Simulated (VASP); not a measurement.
# GaP (F-43m) in VASP: notebook

GaP is run at these levels: PBEsol; tasks: single point.

Program: VASP 6.6.1. These are calculated values, not measurements. Logs are shortened: lines on timing, memory, paths and dates and some standing lists are left out, and cuts for length are marked.

### 1 The cell of the first run

The structure is cubic, space group F-43m (No. 216). Conventional cell: a = 5.362 Å, b = 5.362 Å, c = 5.362 Å, α = 90.00°, β = 90.00°, γ = 90.00°. Ga (site symmetry -43m) has 4 P at 2.32 Å within 3.1 Å. P (site symmetry -43m) has 4 Ga at 2.32 Å within 3.1 Å.

### 2 Single point, PBEsol

File INCAR:

```
SYSTEM = GaP
ALGO = Normal ; EDIFF = 1E-6
ENCUT = 520 ; GGA = PS
ISIF = 2 ; ISMEAR = 0
LASPH = .True. ; LCHARG = .True.
LELF = .True. ; LREAL = .False.
LVHAR = .True. ; LWAVE = .False.
NBANDS = 16 ; NELM = 80
PREC = Accurate ; SIGMA = 0.01
```

File KPOINTS:

```
k-points
0
Gamma
  8 8 8
  0 0 0
```

File POSCAR:

```
GaP
1.0
    2.6807905810      2.6807905810      0.0000000000
   -2.6807905810      2.6807905810      0.0000000000
    0.0000000000      2.6807905810      2.6807905810
Ga P
1 1
Direct
    0.0000000000      0.0000000000      0.0000000000
    0.7500000000      0.2500000000      0.5000000000
```

Potentials or basis: VASP PAW PBE potentials, release 64 (Ga_d, P).

Command:

```sh
$ cat potpaw_PBE.64/Ga_d/POTCAR potpaw_PBE.64/P/POTCAR > POTCAR
$ mpirun -np 1 vasp_std > vasp.out
```

OUTCAR:

```text
SYSTEM = GaP
   EDIFF = 1E-6
   ENCUT = 520
   GGA = PS
   ISIF = 2
   ISMEAR = 0
   LASPH = .True.
   LREAL = .False.
   NELM = 80
   PREC = Accurate

 ion  position               nearest neighbor table
   1  0.000  0.000  0.000-   2 2.32   2 2.32   2 2.32   2 2.32
   2  0.750  0.250  0.500-   1 2.32   1 2.32   1 2.32   1 2.32

  LATTYP: Found a face centered cubic cell.
 ALAT       =     5.3615811620

  Lattice vectors:

 A1 = (   0.0000000000,   2.6807905810,   2.6807905810)
 A2 = (   2.6807905810,   0.0000000000,   2.6807905810)
 A3 = (   2.6807905810,   2.6807905810,   0.0000000000)

Analysis of symmetry for initial positions (statically):
=====================================================================
 Subroutine PRICEL returns:
 Original cell was already a primitive cell.

 Routine SETGRP: Setting up the symmetry group for a
 face centered cubic supercell.

 Subroutine GETGRP returns: Found 24 space group operations
 (whereof 24 operations were pure point group operations)
 out of a pool of 48 trial point group operations.

The static configuration has the point symmetry T_d .

Analysis of symmetry for dynamics (positions and initial velocities):
=====================================================================
 Subroutine PRICEL returns:
 Original cell was already a primitive cell.

 Routine SETGRP: Setting up the symmetry group for a
 face centered cubic supercell.

 Subroutine GETGRP returns: Found 24 space group operations
 (whereof 24 operations were pure point group operations)
 out of a pool of 48 trial point group operations.

The dynamic configuration has the point symmetry T_d .

 Subroutine INISYM returns: Found 24 space group operations
 (whereof 24 operations are pure point group operations),
 and found     1 'primitive' translations

----------------------------------------------------------------------------------------

                                     Primitive cell

  volume of cell :      38.5317

  direct lattice vectors                    reciprocal lattice vectors
     2.680790581  2.680790581  0.000000000     0.186512144  0.186512144 -0.186512144
    -2.680790581  2.680790581  0.000000000    -0.186512144  0.186512144 -0.186512144
     0.000000000  2.680790581  2.680790581     0.000000000  0.000000000  0.373024289

  length of vectors
     3.791210398  3.791210398  3.791210398     0.323048510  0.323048510  0.373024289

  position of ions in fractional coordinates (direct lattice)
     0.000000000  0.000000000  0.000000000
     0.750000000  0.250000000  0.500000000

  ion indices of the primitive-cell ions
   primitive index   ion index
                 1           1
                 2           2

----------------------------------------------------------------------------------------

 KPOINTS: k-points

Automatic generation of k-mesh.
 Grid dimensions read from file:
 generate k-points for:    8    8    8

 Generating k-lattice:

  Cartesian coordinates                     Fractional coordinates (reciprocal lattice)
     0.023314018  0.023314018 -0.023314018     0.125000000  0.000000000  0.000000000
    -0.023314018  0.023314018 -0.023314018     0.000000000  0.125000000  0.000000000
     0.000000000  0.000000000  0.046628036     0.000000000  0.000000000  0.125000000

  Length of vectors
     0.040381064  0.040381064  0.046628036

  Shift w.r.t. Gamma in fractional coordinates (k-lattice)
     0.000000000  0.000000000  0.000000000

 Subroutine IBZKPT returns following result:
 ===========================================

 Found     29 irreducible k-points:

 Following reciprocal coordinates:
            Coordinates               Weight
  0.000000  0.000000  0.000000      1.000000
  0.125000  0.000000  0.000000      8.000000
  0.250000  0.000000  0.000000      8.000000
  0.375000  0.000000  0.000000      8.000000
  0.500000  0.000000  0.000000      4.000000
  0.125000  0.125000  0.000000     12.000000
[... 16 lines left out ...]
  0.375000  0.250000  0.125000     48.000000
  0.500000  0.250000  0.125000     24.000000
 [... further k-points ...]
   k-points           NKPTS =     29   k-points in BZ     NKDIM =     29   number of bands    NBANDS=     16
   number of dos      NEDOS =    301   number of ions     NIONS =      2
   total plane-waves  NPLWV =  21952
   dimension x,y,z NGX =    28 NGY =   28 NGZ =   28
   dimension x,y,z NGXF=    56 NGYF=   56 NGZF=   56
   ions per type =               1   1
   NGX,Y,Z   is equivalent  to a cutoff of  12.28, 12.28, 12.28 a.u.
   NGXF,Y,Z  is equivalent  to a cutoff of  24.56, 24.56, 24.56 a.u.
 SYSTEM =  GaP
   PREC   = accura    normal or accurate (medium, high low for compatibility)
   ISTART =      0    job   : 0-new  1-cont  2-samecut
   ICHARG =      2    charge: 1-file 2-atom 10-const
   ISPIN  =      1    spin polarized calculation?
   LNONCOLLINEAR =      F non collinear calculations
   LSORBIT =      F    spin-orbit coupling
   LASPH  =      T    aspherical Exc in radial PAW
   ENCUT  =  520.0 eV  38.22 Ry    6.18 a.u.   7.05  7.05  7.05*2*pi/ulx,y,z
   NELM   =     80;   NELMIN=  2; NELMDL= -5     # of ELM steps
   EDIFF  = 0.1E-05   stopping-criterion for ELM
   LREAL  =      F    real-space projection
   EDIFFG = 0.1E-04   stopping-criterion for IOM
   NSW    =      0    number of steps for IOM
   IBRION =     -1    ionic relax: 0-MD 1-quasi-New 2-CG
   NFREE  =      0    steps in history (QN), initial steepest desc. (CG)
   ISIF   =      2    stress and relaxation
   ISYM   =      2    0-nonsym 1-usesym 2-fastsym
   POTIM  = 0.5000    time-step for ionic-motion
   TEBEG  =    0.0;   TEEND  =   0.0 temperature during run
   PSTRESS=    0.0 pullay stress
   NELECT =      18.0000    total number of electrons
   NUPDOWN=      -1.0000    fix difference up-down
   EMIN   =  10.00;   EMAX   =-10.00  energy-range for DOS
   EFERMI =   0.00;   METHOD = LEGACY
   ISMEAR =     0;   SIGMA  =   0.01  broadening in eV -4-tet -1-fermi 0-gaus
   EFERMI_NEDOS =   21; number of points for ismear=-14 and -15
   IALGO  =     38    algorithm
   IMIX   =      4    mixing-type and parameters
     AMIX     =   0.40;   BMIX     =  1.00
     AMIX_MAG =   1.60;   BMIX_MAG =  1.00
  volume/ion in A,a.u.               =      19.27       130.01
  Fermi-wavevector in a.u.,A,eV,Ry     =   1.270260  2.400444 21.953839  1.613562
  Thomas-Fermi vector in A             =   2.403257
   LORBIT       =      0    0 simple, 1 ext, 2 COOP (PROOUT), +10 PAW based schemes
   GGA     = PS    functional components
   LHFCALC =     F    Hartree Fock is set to
   AEXX    =    0.0000 exact exchange contribution
   IVDW    =     0    specifies the selected vdW correction
   LEPSILON=     F    determine dielectric tensor
   LRPA    =     F    only Hartree local field effects (RPA)
 non-spin polarized calculation
 Gauss-broadening in eV      SIGMA  =   0.01
  energy-cutoff  :      520.00
  volume of cell :       38.53
 maximum number of plane-waves:      1056
   NGX = 15   NGY = 15   NGZ = 15

 number of electron      17.9999987 magnetization

 Free energy of the ion-electron system (eV)
  ---------------------------------------------------
  ext. energy  EPLUGINS =         0.00000000
  ---------------------------------------------------
  free energy    TOTEN  =        -9.90149970 eV

  energy without entropy =       -9.90149970  energy(sigma->0) =       -9.90149970

 E-fermi :   5.1314     XC(G=0): -10.2464

 val. band max:        5.0867463015   @ k =   0.0000   0.0000   0.0000
 cond. band min:       6.4966381679   @ k =   0.5000   0.5000   0.0000
 fundamental gap:      1.4098918664
 Fermi energy:         5.1314464340

 k-point     1 :       0.0000    0.0000    0.0000
  band No.  band energies     occupation
      1      -9.5498      2.00000
      2      -9.5498      2.00000
      3      -9.5498      2.00000
      4      -9.4329      2.00000
      5      -9.4329      2.00000
      6      -7.8221      2.00000
[... 8 lines left out ...]
     15      14.9278      0.00000
     16      14.9278      0.00000

 k-point     2 :       0.1250    0.0000    0.0000
  band No.  band energies     occupation
      1      -9.5677      2.00000
      2      -9.5442      2.00000
      3      -9.5442      2.00000
      4      -9.4330      2.00000
      5      -9.4330      2.00000
      6      -7.6042      2.00000
[... 8 lines left out ...]
     15      14.2410      0.00000
     16      14.8113      0.00000

 k-point     3 :       0.2500    0.0000    0.0000
  band No.  band energies     occupation
      1      -9.6055      2.00000
      2      -9.5323      2.00000
      3      -9.5323      2.00000
      4      -9.4316      2.00000
      5      -9.4316      2.00000
      6      -6.9869      2.00000
[... 8 lines left out ...]
     15      14.0499      0.00000
     16      14.9370      0.00000

 k-point     4 :       0.3750    0.0000    0.0000
  band No.  band energies     occupation
      1      -9.6381      2.00000
      2      -9.5234      2.00000
      3      -9.5234      2.00000
      4      -9.4270      2.00000
      5      -9.4270      2.00000
      6      -6.1151      2.00000
[... 8 lines left out ...]
     15      15.3287      0.00000
     16      15.3287      0.00000

 k-point     5 :       0.5000    0.0000    0.0000
  band No.  band energies     occupation
      1      -9.6506      2.00000
      2      -9.5206      2.00000
      3      -9.5206      2.00000
      4      -9.4242      2.00000
      5      -9.4242      2.00000
      6      -5.5630      2.00000
[... 8 lines left out ...]
     15      16.9147      0.00000
     16      16.9147      0.00000

 k-point     6 :       0.1250    0.1250    0.0000
  band No.  band energies     occupation
      1      -9.5919      2.00000
      2      -9.5377      2.00000
      3      -9.5331      2.00000
      4      -9.4365      2.00000
      5      -9.4298      2.00000
      6      -7.2531      2.00000
[... 8 lines left out ...]
     15      14.5671      0.00000
     16      16.0066      0.00000

 k-point     7 :       0.2500    0.1250    0.0000
  band No.  band energies     occupation
      1      -9.6237      2.00000
      2      -9.5250      2.00000
      3      -9.5232      2.00000
      4      -9.4359      2.00000
      5      -9.4276      2.00000
      6      -6.5384      2.00000
[... 8 lines left out ...]
     15      15.7292      0.00000
     16      16.4495      0.00000

 k-point     8 :       0.3750    0.1250    0.0000
  band No.  band energies     occupation
      1      -9.6466      2.00000
      2      -9.5185      2.00000
      3      -9.5155      2.00000
      4      -9.4292      2.00000
      5      -9.4276      2.00000
      6      -5.6838      2.00000
[... 8 lines left out ...]
     15      15.5645      0.00000
     16      17.5000      0.00000

 k-point     9 :       0.5000    0.1250    0.0000
  band No.  band energies     occupation
      1      -9.6513      2.00000
      2      -9.5180      2.00000
      3      -9.5127      2.00000
      4      -9.4327      2.00000
      5      -9.4227      2.00000
      6      -5.4832      2.00000
[... 8 lines left out ...]
     15      16.9178      0.00000
     16      17.2428      0.00000
[... 172 lines left out ...]
 k-point    19 :       0.5000    0.3750    0.0000
  band No.  band energies     occupation
      1      -9.6800      2.00000
      2      -9.4844      2.00000
      3      -9.4781      2.00000
      4      -9.4685      2.00000
      5      -9.4109      2.00000
      6      -4.8334      2.00000
[... 8 lines left out ...]
     15      17.2527      0.00000
     16      18.6199      0.00000

 k-point    20 :      -0.3750    0.3750    0.0000
  band No.  band energies     occupation
      1      -9.6736      2.00000
      2      -9.4841      2.00000
      3      -9.4841      2.00000
      4      -9.4705      2.00000
      5      -9.4108      2.00000
      6      -5.4932      2.00000
[... 8 lines left out ...]
     15      16.9486      0.00000
     16      20.2816      0.00000

 k-point    21 :       0.5000    0.5000    0.0000
  band No.  band energies     occupation
      1      -9.6890      2.00000
      2      -9.4781      2.00000
      3      -9.4721      2.00000
      4      -9.4721      2.00000
      5      -9.4070      2.00000
      6      -4.5846      2.00000
[... 8 lines left out ...]
     15      17.6117      0.00000
     16      18.2574      0.00000

 k-point    22 :       0.2500    0.2500    0.1250
  band No.  band energies     occupation
      1      -9.6318      2.00000
      2      -9.5183      2.00000
      3      -9.5135      2.00000
      4      -9.4466      2.00000
      5      -9.4222      2.00000
      6      -6.4636      2.00000
[... 8 lines left out ...]
     15      16.3661      0.00000
     16      17.6774      0.00000

 k-point    23 :       0.3750    0.2500    0.1250
  band No.  band energies     occupation
      1      -9.6497      2.00000
      2      -9.5142      2.00000
      3      -9.5027      2.00000
      4      -9.4441      2.00000
      5      -9.4224      2.00000
      6      -5.6392      2.00000
[... 8 lines left out ...]
     15      16.7990      0.00000
     16      18.0492      0.00000

 k-point    24 :       0.5000    0.2500    0.1250
  band No.  band energies     occupation
      1      -9.6563      2.00000
      2      -9.5136      2.00000
      3      -9.4990      2.00000
      4      -9.4397      2.00000
      5      -9.4244      2.00000
      6      -5.1241      2.00000
[... 8 lines left out ...]
     15      17.1556      0.00000
     16      17.8174      0.00000

 [... further k-points ...]

------------------------ aborting loop because EDIFF is reached ----------------------------------------

  FORCE on cell =-STRESS in cart. coord.  units (eV):
  Direction    XX          YY          ZZ          XY          YZ          ZX
  --------------------------------------------------------------------------------------
  -------------------------------------------------------------------------------------
  Total        0.9334621      0.9334621      0.9334621     -0.0000000     -0.0000000      0.0000000
  in kB       38.8140175     38.8140175     38.8140175     -0.0000000     -0.0000000      0.0000000
  external PRESSURE =      38.8140175 kB  Pullay stress =       0.0000000 kB

 VOLUME and BASIS-vectors are now :
 -----------------------------------------------------------------------------
  energy-cutoff  :      520.00
  volume of cell :       38.53
      direct lattice vectors                 reciprocal lattice vectors
     2.680790581  2.680790581  0.000000000     0.186512144  0.186512144 -0.186512144
    -2.680790581  2.680790581  0.000000000    -0.186512144  0.186512144 -0.186512144
     0.000000000  2.680790581  2.680790581     0.000000000  0.000000000  0.373024289

 POSITION                                       TOTAL-FORCE (eV/Angst)
 -----------------------------------------------------------------------------------
      0.00000      0.00000      0.00000         0.000000      0.000000      0.000000
      1.34040      4.02119      1.34040        -0.000000     -0.000000     -0.000000
 -----------------------------------------------------------------------------------
    total drift:                                0.000000     -0.000000     -0.000000

  FREE ENERGIE OF THE ION-ELECTRON SYSTEM (eV)
  ---------------------------------------------------
  free  energy   TOTEN  =        -9.9014996974 eV

  energy  without entropy=       -9.9014996974  energy(sigma->0) =       -9.90149970
```

Run time: 13 s. Hardware: 1 thread of Intel Xeon Platinum 8488C (Sapphire Rapids), shared host; peak memory 0.16 GiB.

Results:

* Free energy: -9.9015 eV
* Pressure: 3.9 GPa
* Band gap on the k mesh: 1.41 eV (least direct gap 2.16 eV)

Caveat: the cell stands under pressure; the PAW data sets were made with another functional, which shifts forces and pressure a little. A k mesh can miss the band edges.

(Continued in part 2 of 2.)
